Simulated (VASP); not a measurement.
# MgS (Fm-3m) in VASP: a series of runs

MgS is run at these levels: LDA; tasks: relaxation of cell and atoms, single point.

All numbers are computed with VASP 6.6.1; they aren't measurements. Logs are shortened: lines on timing, memory, paths and dates and some standing lists are left out, and cuts for length are marked.

## 1. The cell of the first run

It takes space group Fm-3m (No. 225, cubic). The conventional cell has a = 5.203 Å, b = 5.203 Å, c = 5.203 Å, α = 90.00°, β = 90.00°, γ = 90.00°. Within 3.4 Å of Mg (site symmetry m-3m) lie 6 S at 2.60 Å. S (site symmetry m-3m) has 6 Mg at 2.60 Å within 3.4 Å.

## 2. Relaxation of cell and atoms, LDA

File INCAR:

```
SYSTEM = MgS
PREC = Accurate
ENCUT = 600
EDIFF = 1E-6
ISMEAR = -1
SIGMA = 0.1
LREAL = .FALSE.
LASPH = .TRUE.
NELM = 100
ALGO = Normal
ISIF = 3
LWAVE = .FALSE.
LCHARG = .FALSE.
IBRION = 2
NSW = 100
EDIFFG = -0.002
```

File KPOINTS:

```
Automatic mesh
0
G
  12 12 12
  0 0 0
```

File POSCAR:

```
MgS
1.0
    2.6016500000      2.6016500000      0.0000000000
   -2.6016500000      2.6016500000      0.0000000000
    0.0000000000      2.6016500000      2.6016500000
Mg S
1 1
Direct
    0.0000000000      0.0000000000      0.0000000000
    0.5000000000      0.5000000000      0.0000000000
```

Potentials or basis: VASP PAW LDA potentials, release 64 (Mg, S).

On the command line:

```bash
$ cat potpaw_LDA.64/Mg/POTCAR potpaw_LDA.64/S/POTCAR > POTCAR
$ mpirun -np 1 vasp_std > vasp.out
```

OUTCAR:

```text
SYSTEM = MgS
   PREC = Accurate
   ENCUT = 600
   EDIFF = 1E-6
   ISMEAR = -1
   LREAL = .FALSE.
   LASPH = .TRUE.
   NELM = 100
   ISIF = 3
   IBRION = 2
   NSW = 100
   EDIFFG = -0.002

 ion  position               nearest neighbor table
   1  0.000  0.000  0.000-   2 2.60   2 2.60   2 2.60   2 2.60   2 2.60   2 2.60
   2  0.500  0.500  0.000-   1 2.60   1 2.60   1 2.60   1 2.60   1 2.60   1 2.60

  LATTYP: Found a face centered cubic cell.
 ALAT       =     5.2033000000

  Lattice vectors:

 A1 = (   0.0000000000,   2.6016500000,   2.6016500000)
 A2 = (   2.6016500000,   0.0000000000,   2.6016500000)
 A3 = (   2.6016500000,   2.6016500000,   0.0000000000)

Analysis of symmetry for initial positions (statically):
=====================================================================
 Subroutine PRICEL returns:
 Original cell was already a primitive cell.

 Routine SETGRP: Setting up the symmetry group for a
 face centered cubic supercell.

 Subroutine GETGRP returns: Found 48 space group operations
 (whereof 48 operations were pure point group operations)
 out of a pool of 48 trial point group operations.

The static configuration has the point symmetry O_h .

Analysis of symmetry for dynamics (positions and initial velocities):
=====================================================================
 Subroutine PRICEL returns:
 Original cell was already a primitive cell.

 Routine SETGRP: Setting up the symmetry group for a
 face centered cubic supercell.

 Subroutine GETGRP returns: Found 48 space group operations
 (whereof 48 operations were pure point group operations)
 out of a pool of 48 trial point group operations.

The dynamic configuration has the point symmetry O_h .

 Subroutine INISYM returns: Found 48 space group operations
 (whereof 48 operations are pure point group operations),
 and found     1 'primitive' translations

----------------------------------------------------------------------------------------

                                     Primitive cell

  volume of cell :      35.2190

  direct lattice vectors                    reciprocal lattice vectors
     2.601650000  2.601650000  0.000000000     0.192185728  0.192185728 -0.192185728
    -2.601650000  2.601650000  0.000000000    -0.192185728  0.192185728 -0.192185728
     0.000000000  2.601650000  2.601650000     0.000000000  0.000000000  0.384371457

  length of vectors
     3.679288715  3.679288715  3.679288715     0.332875446  0.332875446  0.384371457

  position of ions in fractional coordinates (direct lattice)
     0.000000000  0.000000000  0.000000000
     0.500000000  0.500000000  0.000000000

  ion indices of the primitive-cell ions
   primitive index   ion index
                 1           1
                 2           2

----------------------------------------------------------------------------------------

 KPOINTS: Automatic mesh

Automatic generation of k-mesh.
 Grid dimensions read from file:
 generate k-points for:   12   12   12

 Generating k-lattice:

  Cartesian coordinates                     Fractional coordinates (reciprocal lattice)
     0.016015477  0.016015477 -0.016015477     0.083333333  0.000000000  0.000000000
    -0.016015477  0.016015477 -0.016015477     0.000000000  0.083333333  0.000000000
     0.000000000  0.000000000  0.032030955     0.000000000  0.000000000  0.083333333

  Length of vectors
     0.027739620  0.027739620  0.032030955

  Shift w.r.t. Gamma in fractional coordinates (k-lattice)
     0.000000000  0.000000000  0.000000000

 Subroutine IBZKPT returns following result:
 ===========================================

 Found     72 irreducible k-points:

 Following reciprocal coordinates:
            Coordinates               Weight
  0.000000  0.000000  0.000000      1.000000
  0.083333  0.000000  0.000000      8.000000
  0.166667  0.000000  0.000000      8.000000
  0.250000  0.000000  0.000000      8.000000
  0.333333  0.000000  0.000000      8.000000
  0.416667  0.000000  0.000000      8.000000
[... 16 lines left out ...]
  0.500000  0.166667  0.000000     24.000000
 -0.416667  0.166667  0.000000     24.000000
 [... further k-points ...]
   k-points           NKPTS =     72   k-points in BZ     NKDIM =     72   number of bands    NBANDS=      8
   number of dos      NEDOS =    301   number of ions     NIONS =      2
   total plane-waves  NPLWV =  27000
   dimension x,y,z NGX =    30 NGY =   30 NGZ =   30
   dimension x,y,z NGXF=    60 NGYF=   60 NGZF=   60
   ions per type =               1   1
   NGX,Y,Z   is equivalent  to a cutoff of  13.56, 13.56, 13.56 a.u.
   NGXF,Y,Z  is equivalent  to a cutoff of  27.11, 27.11, 27.11 a.u.
 SYSTEM =  MgS
   PREC   = accura    normal or accurate (medium, high low for compatibility)
   ISTART =      0    job   : 0-new  1-cont  2-samecut
   ICHARG =      2    charge: 1-file 2-atom 10-const
   ISPIN  =      1    spin polarized calculation?
   LNONCOLLINEAR =      F non collinear calculations
   LSORBIT =      F    spin-orbit coupling
   LASPH  =      T    aspherical Exc in radial PAW
   ENCUT  =  600.0 eV  44.10 Ry    6.64 a.u.   7.35  7.35  7.35*2*pi/ulx,y,z
   NELM   =    100;   NELMIN=  2; NELMDL= -5     # of ELM steps
   EDIFF  = 0.1E-05   stopping-criterion for ELM
   LREAL  =      F    real-space projection
   EDIFFG = -.2E-02   stopping-criterion for IOM
   NSW    =    100    number of steps for IOM
   IBRION =      2    ionic relax: 0-MD 1-quasi-New 2-CG
   NFREE  =      1    steps in history (QN), initial steepest desc. (CG)
   ISIF   =      3    stress and relaxation
   ISYM   =      2    0-nonsym 1-usesym 2-fastsym
   POTIM  = 0.5000    time-step for ionic-motion
   TEBEG  =    0.0;   TEEND  =   0.0 temperature during run
   PSTRESS=    0.0 pullay stress
   NELECT =       8.0000    total number of electrons
   NUPDOWN=      -1.0000    fix difference up-down
   EMIN   =  10.00;   EMAX   =-10.00  energy-range for DOS
   EFERMI =   0.00;   METHOD = LEGACY
   ISMEAR =    -1;   SIGMA  =   0.10  broadening in eV -4-tet -1-fermi 0-gaus
   EFERMI_NEDOS =   21; number of points for ismear=-14 and -15
   IALGO  =     38    algorithm
   IMIX   =      4    mixing-type and parameters
     AMIX     =   0.40;   BMIX     =  1.00
     AMIX_MAG =   1.60;   BMIX_MAG =  1.00
  volume/ion in A,a.u.               =      17.61       118.83
  Fermi-wavevector in a.u.,A,eV,Ry     =   0.998878  1.887606 13.575323  0.997758
  Thomas-Fermi vector in A             =   2.131131
   LORBIT       =      0    0 simple, 1 ext, 2 COOP (PROOUT), +10 PAW based schemes
   GGA     = CA    functional components
   LHFCALC =     F    Hartree Fock is set to
   AEXX    =    0.0000 exact exchange contribution
   IVDW    =     0    specifies the selected vdW correction
   LEPSILON=     F    determine dielectric tensor
   LRPA    =     F    only Hartree local field effects (RPA)
 conjugate gradient relaxation of ions
 non-spin polarized calculation
  energy-cutoff  :      600.00
  volume of cell :       35.22
 maximum number of plane-waves:      1211
 NGX is ok and might be reduce to    30
   NGX = 15   NGY = 15   NGZ = 15

--------------------------------------- Ionic step        1  -------------------------------------------

 number of electron       7.9999999 magnetization

 Free energy of the ion-electron system (eV)
  ---------------------------------------------------
  ext. energy  EPLUGINS =         0.00000000
  ---------------------------------------------------
  free energy    TOTEN  =        -9.57194981 eV

  energy without entropy =       -9.57194967  energy(sigma->0) =       -9.57194974

 E-fermi :   4.9722     XC(G=0):  -9.9880

 val. band max:        3.5802293855   @ k =   0.0000   0.0000   0.0000
 cond. band min:       6.1386661071   @ k =   0.5000   0.5000   0.0000
 fundamental gap:      2.5584367216
 Fermi energy:         4.9722177616

 k-point     1 :       0.0000    0.0000    0.0000
  band No.  band energies     occupation
      1      -9.0599      2.00000
      2       3.5802      2.00000
      3       3.5802      2.00000
      4       3.5802      2.00000
      5       7.0725      0.00000
      6      11.4178      0.00000
      7      11.4178      0.00000
      8      11.4178      0.00000

 k-point     2 :       0.0833    0.0000    0.0000
  band No.  band energies     occupation
      1      -8.9909      2.00000
      2       3.0330      2.00000
      3       3.5327      2.00000
      4       3.5327      2.00000
      5       7.5210      0.00000
      6      11.2105      0.00000
      7      11.5548      0.00000
      8      11.5548      0.00000
[... 300 lines left out ...]
 POSITION                                       TOTAL-FORCE (eV/Angst)
 -----------------------------------------------------------------------------------
      0.00000      0.00000      0.00000        -0.000000     -0.000000      0.000000
      0.00000      2.54882      0.00000         0.000000      0.000000      0.000000
 -----------------------------------------------------------------------------------
    total drift:                               -0.000000      0.000000      0.000000

  FREE ENERGIE OF THE ION-ELECTRON SYSTEM (eV)
  ---------------------------------------------------
  free  energy   TOTEN  =        -9.5919366883 eV

  energy  without entropy=       -9.5919366208  energy(sigma->0) =       -9.59193665

--------------------------------------- Ionic step        3  -------------------------------------------

 number of electron       8.0000001 magnetization

 Free energy of the ion-electron system (eV)
  ---------------------------------------------------
  ext. energy  EPLUGINS =         0.00000000
  ---------------------------------------------------
  free energy    TOTEN  =        -9.59319313 eV

  energy without entropy =       -9.59319305  energy(sigma->0) =       -9.59319309

 E-fermi :   5.4772     XC(G=0): -10.1939

 val. band max:        4.0396643602   @ k =   0.0000   0.0000   0.0000
 cond. band min:       6.7030022394   @ k =   0.5000   0.5000   0.0000
 fundamental gap:      2.6633378791
 Fermi energy:         5.4771816903

 k-point     1 :       0.0000    0.0000    0.0000
  band No.  band energies     occupation
      1      -8.8949      2.00000
      2       4.0397      2.00000
      3       4.0397      2.00000
      4       4.0397      2.00000
      5       7.9344      0.00000
      6      11.8405      0.00000
      7      11.8405      0.00000
      8      11.8405      0.00000

 k-point     2 :       0.0833    0.0000    0.0000
  band No.  band energies     occupation
      1      -8.8205      2.00000
      2       3.4806      2.00000
      3       3.9868      2.00000
      4       3.9868      2.00000
      5       8.3742      0.00000
      6      11.6479      0.00000
      7      11.9878      0.00000
      8      11.9878      0.00000
[... 264 lines left out ...]
 POSITION                                       TOTAL-FORCE (eV/Angst)
 -----------------------------------------------------------------------------------
     -0.00000      0.00000      0.00000        -0.000000     -0.000000      0.000000
     -0.00000      5.11781      2.55891         0.000000      0.000000      0.000000
 -----------------------------------------------------------------------------------
    total drift:                               -0.000000      0.000000     -0.000000

  FREE ENERGIE OF THE ION-ELECTRON SYSTEM (eV)
  ---------------------------------------------------
  free  energy   TOTEN  =        -9.5931931322 eV

  energy  without entropy=       -9.5931930549  energy(sigma->0) =       -9.59319309

 reached required accuracy - stopping structural energy minimisation
```

It took 52 s on 1 thread of Intel Xeon Platinum 8175M at 2.50GHz (Skylake/Cascade Lake), shared host; peak memory 0.17 GiB.

Results:

| Item | Value |
| --- | --- |
| Free energy | -9.5932 eV |
| Relaxed volume | 16.76 Å³/atom |
| Relaxed cell | a = 3.619 Å, b = 3.619 Å, c = 3.619 Å, α = 60.00°, β = 60.00°, γ = 90.00° |
| Space group after relaxing (to 0.05 Å) | Fm-3m (No. 225) |
| Energy gained by relaxing | 10.6 meV/atom |
| Ionic steps | 3 |
| Pressure after relaxing | 0.0 GPa |
| Band gap on the k mesh | 2.66 eV, indirect (least direct gap 3.89 eV) |

Step by step:
```csv
step,energy change (eV),largest force (eV/Å),pressure (GPa),volume (Å³)
1,0.0000,0.0000,-3.83,35.22
2,-0.0200,0.0000,1.05,33.12
3,-0.0212,0.0000,0.00,33.51
```

Final structure:
```
CELL_PARAMETERS angstrom
2.55891 2.55891 0.00000
-2.55891 2.55891 0.00000
0.00000 2.55891 2.55891
ATOMIC_POSITIONS crystal
Mg 0.00000 0.00000 0.00000
S 0.50000 0.50000 0.00000
```

## 3. Single point, LDA

This run uses another cell than the first one, of 14.72 Å³/atom, 0.836 times its volume.

File INCAR:

```
SYSTEM = MgS
PREC     = Accurate       ! precision mode
ENCUT    = 520            ! plane-wave cutoff, eV
EDIFF    = 1E-7           ! SCF threshold, eV
ISMEAR   = 0              ! smearing method
SIGMA    = 0.01           ! smearing width, eV
LREAL    = .False.        ! projectors in reciprocal space
LASPH    = .True.         ! aspherical terms in the spheres
NELM     = 100            ! most SCF steps
ALGO     = Normal         ! electronic algorithm
ISIF     = 2              ! what is computed and relaxed
LWAVE    = .False.        ! write WAVECAR
LCHARG   = .False.        ! write CHGCAR
NBANDS   = 11             ! bands
```

File KPOINTS:

```
regular mesh
0
Gamma
  8 8 8
  0 0 0
```

File POSCAR:

```
MgS
1.0
    2.4505819290      2.4505819290      0.0000000000
   -2.4505819290      2.4505819290      0.0000000000
    0.0000000000      2.4505819290      2.4505819290
Mg S
1 1
Direct
    0.0000000000      0.0000000000      0.0000000000
    0.5000000000      0.5000000000      0.0000000000
```

Potentials or basis: VASP PAW LDA potentials, release 64 (Mg, S).

On the command line:

```bash
$ cat potpaw_LDA.64/Mg/POTCAR potpaw_LDA.64/S/POTCAR > POTCAR
$ mpirun -np 1 vasp_std > vasp.out
```

Run time: 9.9 s. Hardware: 1 thread of Intel Xeon Platinum 8259CL at 2.50GHz (Skylake/Cascade Lake), shared host; peak memory 0.14 GiB.

The run converged. Its results:

```yaml
Free_energy: -9.4278 eV
Pressure: 14.4 GPa
Band_gap_on_the_k_mesh: 2.92 eV, indirect (least direct gap 5.07 eV)
```

Levels at points of the mesh, in eV from the valence-band top:
```
           k point  band 2  band 3  band 4  band 5  band 6  band 7
(0.00, 0.00, 0.00)    0.00    0.00    0.00    5.07    7.65    7.65
(0.50, 0.00, 0.00)   -5.96   -0.84   -0.84    4.62    6.91    6.91
(0.50, 0.50, 0.00)   -5.29   -2.15   -2.15    2.92    3.60   13.24
```

A k mesh can miss the band edges. Expect the measured gap to be larger: semilocal functionals such as LDA lack the derivative discontinuity.

## 4. Single point, LDA

This run uses another cell than the first one, of 14.72 Å³/atom, 0.836 times its volume.

File INCAR:

```
SYSTEM = MgS
PREC = Accurate ; ENCUT = 520
EDIFF = 1E-6 ; ISMEAR = 0
SIGMA = 0.01 ; LREAL = .False.
LASPH = .True. ; NELM = 100
ALGO = Normal ; ISIF = 2
LWAVE = .False. ; LCHARG = .True.
GGA = CA ; LELF = .True.
LVHAR = .True. ; NBANDS = 11
```

KPOINTS is that of step 3.

POSCAR is that of step 3.

On the command line:

```bash
$ cat potpaw_LDA.64/Mg/POTCAR potpaw_LDA.64/S/POTCAR > POTCAR
$ mpirun -np 1 vasp_std > vasp.out
```

Run time: 10 s. Hardware: 1 thread of Intel Xeon Platinum 8259CL at 2.50GHz (Skylake/Cascade Lake), shared host; peak memory 0.14 GiB.

Results (log left out):

| Property | Result |
| --- | --- |
| Free energy | -9.4278 eV |
| Pressure | 14.4 GPa |
| Band gap on the k mesh | 2.92 eV, indirect (least direct gap 5.07 eV) |

Levels at points of the mesh, in eV from the valence-band top:
```tsv
k point	band 1	band 2	band 3	band 4	band 5	band 6	band 7	band 8
(0.00, 0.00, 0.00)	-13.80	0.00	0.00	0.00	5.07	7.65	7.65	7.65
(0.50, 0.00, 0.00)	-11.95	-5.96	-0.84	-0.84	4.62	6.91	6.91	11.68
(0.50, 0.50, 0.00)	-11.41	-5.29	-2.15	-2.15	2.92	3.60	13.24	13.66
```

A k mesh can miss the band edges.
